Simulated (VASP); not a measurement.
# LiF (F-43m) in VASP: G0W0 quasiparticle levels with PBE

Aim: the G0W0 quasiparticle levels of LiF with PBE.

Program: VASP 6.6.1. These are calculated values, not measurements. Logs are shortened: lines on timing, memory, paths and dates and some standing lists are left out, and cuts for length are marked.

## 1. The cell of the first run

It takes space group F-43m (No. 216, cubic). The conventional cell has a = 4.289 Å, b = 4.289 Å, c = 4.289 Å, α = 90.00°, β = 90.00°, γ = 90.00°. Li (site symmetry -43m) has 4 F at 1.86 Å within 2.5 Å. F (site symmetry -43m) has 4 Li at 1.86 Å within 2.5 Å.

## 2. G0W0 quasiparticle levels, PBE

File POSCAR:

```
LiF
1.0
    0.0000000000      2.1446105472      2.1446105472
    2.1446105472      0.0000000000      2.1446105472
    2.1446105472      2.1446105472      0.0000000000
Li F
1 1
Direct
    0.0000000000      0.0000000000      0.0000000000
    0.2500000000      0.2500000000      0.2500000000
```

File INCAR.step1:

```
SYSTEM = LiF
PREC = Accurate
ENCUT = 500
EDIFF = 1E-8
ISMEAR = 0
SIGMA = 0.01
LREAL = .False.
LASPH = .True.
NELM = 60
ALGO = Normal
LWAVE = .True.
LCHARG = .False.
GGA = PE
```

File INCAR.step2:

```
SYSTEM = LiF
PREC = Accurate
ENCUT = 500
EDIFF = 1E-8
ISMEAR = 0
SIGMA = 0.01
LREAL = .False.
LASPH = .True.
NELM = 1
ALGO = Exact
LWAVE = .True.
LCHARG = .False.
GGA = PE
NBANDS = 36
LOPTICS = .True.
ISTART = 1
```

File INCAR.step3:

```
SYSTEM = LiF
PREC = Accurate
ENCUT = 500
EDIFF = 1E-8
ISMEAR = 0
SIGMA = 0.01
LREAL = .False.
LASPH = .True.
ALGO = EVGW0
LWAVE = .False.
LCHARG = .False.
GGA = PE
NELMGW = 1
NBANDS = 36
ENCUTGW = 80.0
NOMEGA = 96
PRECFOCK = Fast
ISTART = 1
NBANDSGW = 12
OMEGAMAX = 20
```

File KPOINTS:

```
regular mesh
0
Gamma
  6 6 6
  0 0 0
```

Potentials or basis: VASP PAW PBE potentials, release 64 (Li_GW, F_GW).

Command:

```console
cat potpaw_PBE.64/Li_GW/POTCAR potpaw_PBE.64/F_GW/POTCAR > POTCAR
cp INCAR.step1 INCAR
mpirun -np 1 vasp_std > vasp.out
cp INCAR.step2 INCAR
mpirun -np 1 vasp_std > vasp.out
cp INCAR.step3 INCAR
mpirun -np 1 vasp_std > vasp.out
```

OUTCAR:

```text
SYSTEM = LiF
   PREC = Accurate
   ENCUT = 500
   EDIFF = 1E-8
   ISMEAR = 0
   LREAL = .False.
   LASPH = .True.
   GGA = PE
   NELMGW = 1
   ENCUTGW = 80.0
   PRECFOCK = Fast
   ISTART = 1

 ion  position               nearest neighbor table
   1  0.000  0.000  0.000-   2 1.86   2 1.86   2 1.86   2 1.86
   2  0.250  0.250  0.250-   1 1.86   1 1.86   1 1.86   1 1.86

  LATTYP: Found a face centered cubic cell.
 ALAT       =     4.2892210944

  Lattice vectors:

 A1 = (   0.0000000000,   2.1446105472,   2.1446105472)
 A2 = (   2.1446105472,   0.0000000000,   2.1446105472)
 A3 = (   2.1446105472,   2.1446105472,   0.0000000000)

Analysis of symmetry for initial positions (statically):
=====================================================================
 Subroutine PRICEL returns:
 Original cell was already a primitive cell.

 Routine SETGRP: Setting up the symmetry group for a
 face centered cubic supercell.

 Subroutine GETGRP returns: Found 24 space group operations
 (whereof 24 operations were pure point group operations)
 out of a pool of 48 trial point group operations.

The static configuration has the point symmetry T_d .

Analysis of symmetry for dynamics (positions and initial velocities):
=====================================================================
 Subroutine PRICEL returns:
 Original cell was already a primitive cell.

 Routine SETGRP: Setting up the symmetry group for a
 face centered cubic supercell.

 Subroutine GETGRP returns: Found 24 space group operations
 (whereof 24 operations were pure point group operations)
 out of a pool of 48 trial point group operations.

The dynamic configuration has the point symmetry T_d .

 Subroutine INISYM returns: Found 24 space group operations
 (whereof 24 operations are pure point group operations),
 and found     1 'primitive' translations

----------------------------------------------------------------------------------------

                                     Primitive cell

  volume of cell :      19.7276

  direct lattice vectors                    reciprocal lattice vectors
     0.000000000  2.144610547  2.144610547    -0.233142563  0.233142563  0.233142563
     2.144610547  0.000000000  2.144610547     0.233142563 -0.233142563  0.233142563
     2.144610547  2.144610547  0.000000000     0.233142563  0.233142563 -0.233142563

  length of vectors
     3.032937322  3.032937322  3.032937322     0.403814765  0.403814765  0.403814765

  position of ions in fractional coordinates (direct lattice)
     0.000000000  0.000000000  0.000000000
     0.250000000  0.250000000  0.250000000

  ion indices of the primitive-cell ions
   primitive index   ion index
                 1           1
                 2           2

----------------------------------------------------------------------------------------

 KPOINTS: regular mesh

Automatic generation of k-mesh.
 Grid dimensions read from file:
 generate k-points for:    6    6    6

 Generating k-lattice:

  Cartesian coordinates                     Fractional coordinates (reciprocal lattice)
    -0.038857094  0.038857094  0.038857094     0.166666667  0.000000000  0.000000000
     0.038857094 -0.038857094  0.038857094     0.000000000  0.166666667  0.000000000
     0.038857094  0.038857094 -0.038857094     0.000000000  0.000000000  0.166666667

  Length of vectors
     0.067302461  0.067302461  0.067302461

  Shift w.r.t. Gamma in fractional coordinates (k-lattice)
     0.000000000  0.000000000  0.000000000

 Subroutine IBZKPT returns following result:
 ===========================================

 Found     16 irreducible k-points:

 Following reciprocal coordinates:
            Coordinates               Weight
  0.000000  0.000000  0.000000      1.000000
  0.166667  0.000000  0.000000      8.000000
  0.333333  0.000000  0.000000      8.000000
  0.500000  0.000000  0.000000      4.000000
  0.166667  0.166667  0.000000      6.000000
  0.333333  0.166667  0.000000     24.000000
[... 8 lines left out ...]
 -0.333333  0.333333  0.166667     24.000000
 -0.333333  0.500000  0.166667     12.000000
   k-points           NKPTS =     16   k-points in BZ     NKDIM =    216   number of bands    NBANDS=     36
   number of dos      NEDOS =    301   number of ions     NIONS =      2
   total plane-waves  NPLWV =  13824
   dimension x,y,z NGX =    24 NGY =   24 NGZ =   24
   dimension x,y,z NGXF=    48 NGYF=   48 NGZF=   48
   ions per type =               1   1
   NGX,Y,Z   is equivalent  to a cutoff of  13.16, 13.16, 13.16 a.u.
   NGXF,Y,Z  is equivalent  to a cutoff of  26.31, 26.31, 26.31 a.u.
 SYSTEM =  LiF
   PREC   = accura    normal or accurate (medium, high low for compatibility)
   ISTART =      1    job   : 0-new  1-cont  2-samecut
   ICHARG =      0    charge: 1-file 2-atom 10-const
   ISPIN  =      1    spin polarized calculation?
   LNONCOLLINEAR =      F non collinear calculations
   LSORBIT =      F    spin-orbit coupling
   LASPH  =      T    aspherical Exc in radial PAW
   ENCUT  =  500.0 eV  36.75 Ry    6.06 a.u.   5.53  5.53  5.53*2*pi/ulx,y,z
   NELM   =     60;   NELMIN=  2; NELMDL=  0     # of ELM steps
   EDIFF  = 0.1E-07   stopping-criterion for ELM
   LREAL  =      F    real-space projection
   EDIFFG = 0.1E-06   stopping-criterion for IOM
   NSW    =      0    number of steps for IOM
   IBRION =     -1    ionic relax: 0-MD 1-quasi-New 2-CG
   NFREE  =      0    steps in history (QN), initial steepest desc. (CG)
   ISIF   =      0    stress and relaxation
   ISYM   =      3    0-nonsym 1-usesym 2-fastsym
   POTIM  = 0.5000    time-step for ionic-motion
   TEBEG  =    0.0;   TEEND  =   0.0 temperature during run
   PSTRESS=    0.0 pullay stress
   NELECT =       8.0000    total number of electrons
   NUPDOWN=      -1.0000    fix difference up-down
   EMIN   =  10.00;   EMAX   =-10.00  energy-range for DOS
   EFERMI =   0.00;   METHOD = LEGACY
   ISMEAR =     0;   SIGMA  =   0.01  broadening in eV -4-tet -1-fermi 0-gaus
   EFERMI_NEDOS =   21; number of points for ismear=-14 and -15
   IALGO  =     38    algorithm
   IMIX   =      4    mixing-type and parameters
     AMIX     =   0.40;   BMIX     =  1.00
     AMIX_MAG =   1.60;   BMIX_MAG =  1.00
  volume/ion in A,a.u.               =       9.86        66.56
  Fermi-wavevector in a.u.,A,eV,Ry     =   1.211750  2.289876 19.977955  1.468338
  Thomas-Fermi vector in A             =   2.347256
   LORBIT       =      0    0 simple, 1 ext, 2 COOP (PROOUT), +10 PAW based schemes
   GGA     = PE    functional components
   LHFCALC =     T    Hartree Fock is set to
   PRECFOCK=fast      Normal, Fast or Accurate (Low or Medium for compatibility)
   ENCUT4O =  -1.0   cutoff for four orbital integrals eV
   NKREDX  =     1    reduce k-point grid by
   NKREDY  =     1    reduce k-point grid by
   NKREDZ  =     1    reduce k-point grid by
   AEXX    =    1.0000 exact exchange contribution
   HFSCREEN=    0.0000 screening length (either q_TF or 0.3 A-1)
   HFSCREENC=   0.0000 screening length for correlation (either q_TF or 0.3 A-1)
   ENCUTFOCK=  -1.0 apply spherical cutoff to Coloumb kernel
   IVDW    =     0    specifies the selected vdW correction
   LEPSILON=     F    determine dielectric tensor
   LRPA    =     F    only Hartree local field effects (RPA)
   LRPAFORCE           =     F    calculate RPA forces
   ENCUTGW             =  80.0    cutoff for response function in eV
   ENCUTGWSOFT         =  64.0    soft cutoff for Coulomb kernel in GW response function in eV
   ENCUTLF             =  -1.0    cutoff for local field effects
   NELMGW              =     1    number of iterations in solving QP/BSE equation
   NELMHF              =     1    number of iterations in the inner HF iteration
   NKREDLFX            =     1    NKREDLFY  =   1   NKREDLFZ  =   1
 non-spin polarized calculation
 Gauss-broadening in eV      SIGMA  =   0.01
  energy-cutoff  :      500.00
  volume of cell :       19.73
 maximum number of plane-waves:       531
 NGX is ok and might be reduce to    24
  NGX = 14; NGY = 14; NGZ = 14
   NGX = 11   NGY = 11   NGZ = 11
 maximum number of plane-waves:        34
 NGX is ok and might be reduce to    10

 QP shifts <psi_nk| G(iteration)W_0 |psi_nk>: iteration 1
 for sc-GW calculations column KS-energies equals QP-energies in previous step
 and V_xc(KS)=  KS-energies - (<T + V_ion + V_H > + <T+V_H+V_ion>^1  + <V_x>^1)

 k-point   1 :       0.0000    0.0000    0.0000
  band No.  KS-energies  QP-energies   sigma(KS)   V_xc(KS)     V^pw_x(r,r')   Z            occupation Imag(sigma)

      1     -23.7349     -28.0588     -28.8612     -22.6315     -36.7960       0.6941       2.0000       0.7236
      2      -4.3577      -7.1758     -26.0060     -22.5545     -30.4414       0.8165       2.0000       0.0499
      3      -4.3577      -7.1758     -26.0060     -22.5545     -30.4414       0.8165       2.0000       0.0499
      4      -4.3577      -7.1758     -26.0060     -22.5545     -30.4414       0.8165       2.0000       0.0499
      5       3.5662       4.9635      -6.7749      -8.3397      -4.0985       0.8930       0.0000      -0.0300
      6      15.1401      17.6032      -4.9840      -7.7703      -1.9446       0.8840       0.0000      -0.0453
      7      15.1401      17.6032      -4.9840      -7.7703      -1.9446       0.8840       0.0000      -0.0453
      8      15.1401      17.6032      -4.9840      -7.7703      -1.9446       0.8840       0.0000      -0.0453
      9      23.8560      25.4290      -5.3252      -7.0319      -1.5673       0.9216       0.0000      -0.5950
     10      23.8560      25.4290      -5.3252      -7.0319      -1.5673       0.9216       0.0000      -0.5950
     11      23.8560      25.4290      -5.3252      -7.0319      -1.5673       0.9216       0.0000      -0.5950
     12      25.0755      27.3991      -5.8633      -8.5478      -2.5140       0.8655       0.0000      -0.3454

 k-point   2 :       0.1667    0.0000    0.0000
  band No.  KS-energies  QP-energies   sigma(KS)   V_xc(KS)     V^pw_x(r,r')   Z            occupation Imag(sigma)
[... 225 lines left out ...]
      1     -23.4465     -27.5698     -29.3949     -23.1521     -37.2699       0.6605       2.0000       0.6072
      2      -5.8040      -8.9257     -23.7869     -19.9243     -28.0493       0.8082       2.0000       0.0576
      3      -5.2840      -8.2768     -24.4053     -20.7119     -28.6944       0.8103       2.0000       0.0546
      4      -5.1311      -8.1546     -24.8633     -21.1383     -29.2203       0.8117       2.0000       0.0543
      5       7.3056       8.9304      -6.1656      -7.9972      -3.5021       0.8871       0.0000      -0.0332
      6      11.3484      13.4538      -8.2647     -10.6996      -5.4338       0.8647       0.0000      -0.0450
      7      13.1697      15.4793      -6.5497      -9.2228      -3.3748       0.8640       0.0000      -0.0496
      8      15.7564      18.2302      -7.8954     -10.8261      -4.5933       0.8441       0.0000      -0.1034
      9      18.1652      20.6146      -5.5078      -8.3230      -2.2484       0.8701       0.0000      -0.0947
     10      24.5886      27.4136      -6.5947      -9.7650      -2.9997       0.8911       0.0000      -0.4597
     11      25.8709      27.9940      -5.4946      -7.9862      -1.9340       0.8521       0.0000      -0.4026
     12      29.0432      32.1440      -6.0212      -9.3820      -2.7098       0.9226       0.0000      -0.5304
```

Wall time 42 s (1 thread of Intel Xeon 6975P-C (Granite Rapids), shared host); peak memory 0.23 GiB.

What came out:

```yaml
Quasiparticle_gap: 12.14 eV
Least_direct_quasiparticle_gap: 12.14 eV
Band_gap_of_the_starting_levels_on_the_mesh: 7.92 eV
Least_direct_gap_of_the_starting_levels_on_the_mesh: 7.92 eV
```

Caveat: the k points lie up to 0.42 Å⁻¹ apart; bands, screening cutoff and mesh are small and nothing is extrapolated, so the quasiparticle values aren't converged; the structure was generated, so it needn't be the stable form of LiF.
